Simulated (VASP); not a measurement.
# CdS in VASP: single point with r2SCAN

Aim: the single point of CdS with r2SCAN.

Everything below comes from runs of VASP 6.6.1. Logs are shortened: lines on timing, memory, paths and dates and some standing lists are left out, and cuts for length are marked.

### 1 The cell of the first run

The cell holds a slab with vacuum, 16 atoms: a = 6.711 Å, b = 4.124 Å, c = 24.904 Å, α = 90.00°, β = 90.00°, γ = 90.00°.

### 2 Single point, r2SCAN

Input file POSCAR:

```
CdS
1.0
    0.0000000000      0.0000000000      6.7106280000
    4.1235010000      0.0000000000      0.0000000000
    0.0000000000     24.9035230000      0.0000000000
Cd S
8 8
Direct
    0.5518820000      0.5011420000      0.2848280000
    0.4934630000      0.0011370000      0.4081260000
    0.4894570000      0.5011550000      0.5507150000
    0.4879300000      0.0011550000      0.6973280000
    0.9878560000      0.0011830000      0.3027430000
    0.9894890000      0.5011820000      0.4493580000
    0.9934480000      0.0011490000      0.5919460000
    0.0519740000      0.5011380000      0.7152450000
    0.3701800000      0.0011660000      0.3111010000
    0.3667750000      0.5011390000      0.4545620000
    0.3696340000      0.0011600000      0.5988530000
    0.3894960000      0.5011570000      0.7470960000
    0.8894030000      0.5011950000      0.2529760000
    0.8696390000      0.0011830000      0.4012200000
    0.8667480000      0.5011480000      0.5455050000
    0.8702520000      0.0011490000      0.6889730000
```

Input file INCAR.step1:

```
SYSTEM = CdS
PREC = Accurate
ENCUT = 520
ISMEAR = -1
SIGMA = 0.05
LREAL = Auto
LASPH = .True.
NELM = 80
NBANDS = 86
GGA = PE
ALGO = Normal
EDIFF = 1E-4
LWAVE = .True.
LCHARG = .False.
```

Input file INCAR.step2:

```
SYSTEM = CdS
PREC = Accurate
ENCUT = 520
EDIFF = 1E-7
ISMEAR = -1
SIGMA = 0.05
LREAL = Auto
LASPH = .True.
NELM = 80
ALGO = Normal
ISIF = 2
LWAVE = .False.
LCHARG = .True.
METAGGA = R2SCAN
LMIXTAU = .True.
LELF = .True.
LVHAR = .True.
NBANDS = 86
ISTART = 1
```

Input file KPOINTS:

```
Automatic mesh
0
Gamma
  3 4 1
  0 0 0
```

Potentials or basis: VASP PAW PBE potentials, release 64 (Cd, S).

The run is started by

```
$ cat potpaw_PBE.64/Cd/POTCAR potpaw_PBE.64/S/POTCAR > POTCAR
$ cp INCAR.step1 INCAR
$ mpirun -np 1 vasp_std > vasp.out
$ cp INCAR.step2 INCAR
$ mpirun -np 1 vasp_std > vasp.out
```

OUTCAR:

```text
SYSTEM = CdS
   PREC = Accurate
   ENCUT = 520
   EDIFF = 1E-7
   ISMEAR = -1
   LREAL = Auto
   LASPH = .True.
   NELM = 80
   ISIF = 2
   METAGGA = R2SCAN
   ISTART = 1

 ion  position               nearest neighbor table
   1  0.552  0.501  0.285-  13 2.40   9 2.48   9 2.48   5 3.61   5 3.61   2 3.72   2 3.72
   2  0.493  0.001  0.408-  10 2.51  10 2.51  14 2.53   9 2.55   1 3.72   1 3.72
   3  0.489  0.501  0.551-  11 2.52  11 2.52  10 2.53  15 2.54
   4  0.488  0.001  0.697-  12 2.49  12 2.49  16 2.57  11 2.58   8 3.61   8 3.61
   5  0.988  0.001  0.303-  13 2.49  13 2.49   9 2.57  14 2.58   1 3.61   1 3.61
   6  0.989  0.501  0.449-  14 2.52  14 2.52  15 2.53  10 2.54
   7  0.993  0.001  0.592-  15 2.51  15 2.51  11 2.53  16 2.55   8 3.72   8 3.72
   8  0.052  0.501  0.715-  12 2.40  16 2.48  16 2.48   4 3.61   4 3.61   7 3.72   7 3.72
   9  0.370  0.001  0.311-   1 2.48   1 2.48   2 2.55   5 2.57
  10  0.367  0.501  0.455-   2 2.51   2 2.51   3 2.53   6 2.54
  11  0.370  0.001  0.599-   3 2.52   3 2.52   7 2.53   4 2.58
  12  0.389  0.501  0.747-   8 2.40   4 2.49   4 2.49
  13  0.889  0.501  0.253-   1 2.40   5 2.49   5 2.49
  14  0.870  0.001  0.401-   6 2.52   6 2.52   2 2.53   5 2.58
  15  0.867  0.501  0.546-   7 2.51   7 2.51   6 2.53   3 2.54
  16  0.870  0.001  0.689-   8 2.48   8 2.48   7 2.55   4 2.57

  LATTYP: Found a simple orthorhombic cell.
 ALAT       =     4.1235010000
 B/A-ratio  =     1.6274103001
 C/A-ratio  =     6.0394123828

  Lattice vectors:

 A1 = (  -4.1235010000,   0.0000000000,   0.0000000000)
 A2 = (   0.0000000000,   0.0000000000,   6.7106280000)
 A3 = (   0.0000000000,  24.9035230000,   0.0000000000)

Analysis of symmetry for initial positions (statically):
=====================================================================
 Subroutine PRICEL returns:
 Original cell was already a primitive cell.

 Routine SETGRP: Setting up the symmetry group for a
 simple orthorhombic supercell.

 Subroutine GETGRP returns: Found  1 space group operations
 (whereof  1 operations were pure point group operations)
 out of a pool of  8 trial point group operations.

The static configuration has the point symmetry C_1 .

Analysis of symmetry for dynamics (positions and initial velocities):
=====================================================================
 Subroutine PRICEL returns:
 Original cell was already a primitive cell.

 Routine SETGRP: Setting up the symmetry group for a
 simple orthorhombic supercell.

 Subroutine GETGRP returns: Found  1 space group operations
 (whereof  1 operations were pure point group operations)
 out of a pool of  8 trial point group operations.

The dynamic configuration has the point symmetry C_1 .

 Subroutine INISYM returns: Found  1 space group operations
 (whereof  1 operations are pure point group operations),
 and found     1 'primitive' translations

----------------------------------------------------------------------------------------

                                     Primitive cell

  volume of cell :     689.1124

  direct lattice vectors                    reciprocal lattice vectors
     0.000000000  0.000000000  6.710628000     0.000000000  0.000000000  0.149017350
     4.123501000  0.000000000  0.000000000     0.242512370  0.000000000  0.000000000
     0.000000000 24.903523000  0.000000000     0.000000000  0.040154961  0.000000000

  length of vectors
     6.710628000  4.123501000 24.903523000     0.149017350  0.242512370  0.040154961

  position of ions in fractional coordinates (direct lattice)
     0.551882000  0.501142000  0.284828000
     0.493463000  0.001137000  0.408126000
     0.489457000  0.501155000  0.550715000
     0.487930000  0.001155000  0.697328000
     0.987856000  0.001183000  0.302743000
     0.989489000  0.501182000  0.449358000
[... 8 lines left out ...]
     0.866748000  0.501148000  0.545505000
     0.870252000  0.001149000  0.688973000

  ion indices of the primitive-cell ions
   primitive index   ion index
                 1           1
                 2           2
                 3           3
                 4           4
                 5           5
                 6           6
[... 8 lines left out ...]
                15          15
                16          16

----------------------------------------------------------------------------------------

 KPOINTS: Automatic mesh

Automatic generation of k-mesh.
 Grid dimensions read from file:
 generate k-points for:    3    4    1

 Generating k-lattice:

  Cartesian coordinates                     Fractional coordinates (reciprocal lattice)
     0.000000000  0.000000000  0.049672450     0.333333333  0.000000000  0.000000000
     0.060628092  0.000000000  0.000000000     0.000000000  0.250000000  0.000000000
     0.000000000  0.040154961  0.000000000     0.000000000  0.000000000  1.000000000

  Length of vectors
     0.049672450  0.060628092  0.040154961

  Shift w.r.t. Gamma in fractional coordinates (k-lattice)
     0.000000000  0.000000000  0.000000000

 Subroutine IBZKPT returns following result:
 ===========================================

 Found      7 irreducible k-points:

 Following reciprocal coordinates:
            Coordinates               Weight
  0.000000  0.000000  0.000000      1.000000
  0.333333  0.000000  0.000000      2.000000
  0.000000  0.250000  0.000000      2.000000
  0.333333  0.250000  0.000000      2.000000
 -0.333333  0.250000  0.000000      2.000000
  0.000000  0.500000  0.000000      1.000000
  0.333333  0.500000  0.000000      2.000000
   k-points           NKPTS =      7   k-points in BZ     NKDIM =      7   number of bands    NBANDS=     86
   number of dos      NEDOS =    301   number of ions     NIONS =     16
   total plane-waves  NPLWV = 307200
   dimension x,y,z NGX =    50 NGY =   32 NGZ =  192
   dimension x,y,z NGXF=   100 NGYF=   64 NGZF=  384
   ions per type =               8   8
   NGX,Y,Z   is equivalent  to a cutoff of  12.39, 12.90, 12.82 a.u.
   NGXF,Y,Z  is equivalent  to a cutoff of  24.77, 25.80, 25.63 a.u.
 SYSTEM =  CdS
   PREC   = accura    normal or accurate (medium, high low for compatibility)
   ISTART =      1    job   : 0-new  1-cont  2-samecut
   ICHARG =      0    charge: 1-file 2-atom 10-const
   ISPIN  =      1    spin polarized calculation?
   LNONCOLLINEAR =      F non collinear calculations
   LSORBIT =      F    spin-orbit coupling
   LASPH  =      T    aspherical Exc in radial PAW
   ENCUT  =  520.0 eV  38.22 Ry    6.18 a.u.  12.48  7.67 46.30*2*pi/ulx,y,z
   NELM   =     80;   NELMIN=  2; NELMDL=  0     # of ELM steps
   EDIFF  = 0.1E-06   stopping-criterion for ELM
   LREAL  =      T    real-space projection
   EDIFFG = 0.1E-05   stopping-criterion for IOM
   NSW    =      0    number of steps for IOM
   IBRION =     -1    ionic relax: 0-MD 1-quasi-New 2-CG
   NFREE  =      0    steps in history (QN), initial steepest desc. (CG)
   ISIF   =      2    stress and relaxation
   ISYM   =      2    0-nonsym 1-usesym 2-fastsym
   POTIM  = 0.5000    time-step for ionic-motion
   TEBEG  =    0.0;   TEEND  =   0.0 temperature during run
   PSTRESS=    0.0 pullay stress
   NELECT =     144.0000    total number of electrons
   NUPDOWN=      -1.0000    fix difference up-down
   EMIN   =  10.00;   EMAX   =-10.00  energy-range for DOS
   EFERMI =   0.00;   METHOD = LEGACY
   ISMEAR =    -1;   SIGMA  =   0.05  broadening in eV -4-tet -1-fermi 0-gaus
   EFERMI_NEDOS =   21; number of points for ismear=-14 and -15
   IALGO  =     38    algorithm
   IMIX   =      4    mixing-type and parameters
     AMIX     =   0.40;   BMIX     =  1.00
     AMIX_MAG =   1.60;   BMIX_MAG =  1.00
  volume/ion in A,a.u.               =      43.07       290.65
  Fermi-wavevector in a.u.,A,eV,Ry     =   0.971477  1.835824 12.840725  0.943767
  Thomas-Fermi vector in A             =   2.101697
   LORBIT       =      0    0 simple, 1 ext, 2 COOP (PROOUT), +10 PAW based schemes
   METAGGA = R2SCAN    functional components
   LHFCALC =     F    Hartree Fock is set to
   AEXX    =    0.0000 exact exchange contribution
   IVDW    =     0    specifies the selected vdW correction
   LEPSILON=     F    determine dielectric tensor
   LRPA    =     F    only Hartree local field effects (RPA)
 non-spin polarized calculation
  energy-cutoff  :      520.00
  volume of cell :      689.11
 maximum number of plane-waves:     18595
 NGX is ok and might be reduce to    50
   NGX = 25   NGY = 15   NGZ = 93

 number of electron     143.9999979 magnetization

 Free energy of the ion-electron system (eV)
  ---------------------------------------------------
  ext. energy  EPLUGINS =         0.00000000
  ---------------------------------------------------
  free energy    TOTEN  =      -235.93738226 eV

  energy without entropy =     -235.93738225  energy(sigma->0) =     -235.93738225

 E-fermi :  -1.0076     XC(G=0):  -5.8904

 val. band max:       -1.9245226910   @ k =   0.0000   0.0000   0.0000
 cond. band min:      -0.1056521461   @ k =   0.0000   0.0000   0.0000
 fundamental gap:      1.8188705449
 Fermi energy:        -1.0075662014

 k-point     1 :       0.0000    0.0000    0.0000
  band No.  band energies     occupation
      1     -14.9718      2.00000
      2     -14.8683      2.00000
      3     -14.7306      2.00000
      4     -14.5992      2.00000
      5     -14.5095      2.00000
      6     -14.4337      2.00000
[... 76 lines left out ...]
     83       3.7343      0.00000
     84       3.9526      0.00000

 k-point     2 :       0.3333    0.0000    0.0000
  band No.  band energies     occupation
      1     -14.8751      2.00000
      2     -14.8095      2.00000
      3     -14.6937      2.00000
      4     -14.6122      2.00000
      5     -14.5526      2.00000
      6     -14.4858      2.00000
[... 76 lines left out ...]
     83       3.6703      0.00000
     84       4.0291      0.00000

 k-point     3 :       0.0000    0.2500    0.0000
  band No.  band energies     occupation
      1     -14.8305      2.00000
      2     -14.7547      2.00000
      3     -14.6511      2.00000
      4     -14.5299      2.00000
      5     -14.4536      2.00000
      6     -14.4104      2.00000
[... 76 lines left out ...]
     83       3.7891      0.00000
     84       4.0438      0.00000

 k-point     4 :       0.3333    0.2500    0.0000
  band No.  band energies     occupation
      1     -14.7553      2.00000
      2     -14.7118      2.00000
      3     -14.6224      2.00000
      4     -14.5506      2.00000
      5     -14.4824      2.00000
      6     -14.4445      2.00000
[... 76 lines left out ...]
     83       3.7464      0.00000
     84       3.9920      0.00000

 k-point     5 :      -0.3333    0.2500    0.0000
  band No.  band energies     occupation
      1     -14.7553      2.00000
      2     -14.7118      2.00000
      3     -14.6224      2.00000
      4     -14.5506      2.00000
      5     -14.4824      2.00000
      6     -14.4445      2.00000
[... 76 lines left out ...]
     83       3.7464      0.00000
     84       3.9919      0.00000

 k-point     6 :       0.0000    0.5000    0.0000
  band No.  band energies     occupation
      1     -14.6335      2.00000
      2     -14.6328      2.00000
      3     -14.6126      2.00000
      4     -14.4666      2.00000
      5     -14.3982      2.00000
      6     -14.3978      2.00000
[... 76 lines left out ...]
     83       3.2704      0.00000
     84       4.2179      0.00000

 k-point     7 :       0.3333    0.5000    0.0000
  band No.  band energies     occupation
      1     -14.6091      2.00000
      2     -14.6086      2.00000
      3     -14.5689      2.00000
      4     -14.4955      2.00000
      5     -14.4104      2.00000
      6     -14.4102      2.00000
[... 76 lines left out ...]
     83       3.6296      0.00000
     84       3.7244      0.00000
 [bands above 84 left out]

------------------------ aborting loop because EDIFF is reached ----------------------------------------

  FORCE on cell =-STRESS in cart. coord.  units (eV):
  Direction    XX          YY          ZZ          XY          YZ          ZX
  --------------------------------------------------------------------------------------
  -------------------------------------------------------------------------------------
  Total        4.9372383      4.0599867      5.1421151      0.0003573     -0.0036453     -0.0013157
  in kB       11.4790148      9.4394162     11.9553506      0.0008307     -0.0084753     -0.0030590
  external PRESSURE =      10.9579272 kB  Pullay stress =       0.0000000 kB

 VOLUME and BASIS-vectors are now :
 -----------------------------------------------------------------------------
  energy-cutoff  :      520.00
  volume of cell :      689.11
      direct lattice vectors                 reciprocal lattice vectors
     0.000000000  0.000000000  6.710628000     0.000000000  0.000000000  0.149017350
     4.123501000  0.000000000  0.000000000     0.242512370  0.000000000  0.000000000
     0.000000000 24.903523000  0.000000000     0.000000000  0.040154961  0.000000000

 POSITION                                       TOTAL-FORCE (eV/Angst)
 -----------------------------------------------------------------------------------
      2.06646      7.09322      3.70347         0.000127     -0.093889     -0.029288
      0.00469     10.16378      3.31145         0.000676     -0.000067     -0.002800
      2.06651     13.71474      3.28456         0.000659      0.000329      0.004968
      0.00476     17.36592      3.27432        -0.000036      0.031572      0.024333
      0.00488      7.53937      6.62913         0.000437     -0.032533      0.024314
      2.06662     11.19060      6.64009         0.000418     -0.000962      0.004794
[... 8 lines left out ...]
      2.06648     13.58500      5.81642        -0.000726     -0.016356     -0.009889
      0.00474     17.15785      5.83994        -0.000150      0.033101     -0.054053
 -----------------------------------------------------------------------------------
    total drift:                                0.005059      0.001592     -0.007109

  FREE ENERGIE OF THE ION-ELECTRON SYSTEM (eV)
  ---------------------------------------------------
  free  energy   TOTEN  =      -235.9373822558 eV

  energy  without entropy=     -235.9373822511  energy(sigma->0) =     -235.93738225
```

Wall time 28 min (1 thread of Intel Xeon 6975P-C (Granite Rapids), shared host); peak memory 0.85 GiB.

Results:

| Property | Result |
| --- | --- |
| Free energy | -235.9374 eV |
| Largest force | 0.221 eV/Å |
| Band gap on the k mesh | 1.82 eV |

Forces on the atoms (eV/Å):
```
Cd   0.000 -0.094 -0.029
Cd   0.001  0.000 -0.003
Cd   0.001  0.000  0.005
Cd   0.000  0.032  0.024
Cd   0.000 -0.033  0.024
Cd   0.000 -0.001  0.005
Cd   0.000 -0.001 -0.003
Cd   0.000  0.094 -0.030
S    0.000 -0.031 -0.054
S    0.000  0.017 -0.010
S    0.001  0.019 -0.011
S   -0.002  0.206  0.077
S   -0.002 -0.206  0.078
S    0.001 -0.018 -0.009
S   -0.001 -0.016 -0.010
S    0.000  0.033 -0.054
```

Caveat: there is no dipole correction, which matters where the two faces differ; the PAW data sets were made with another functional, which shifts forces and pressure a little.
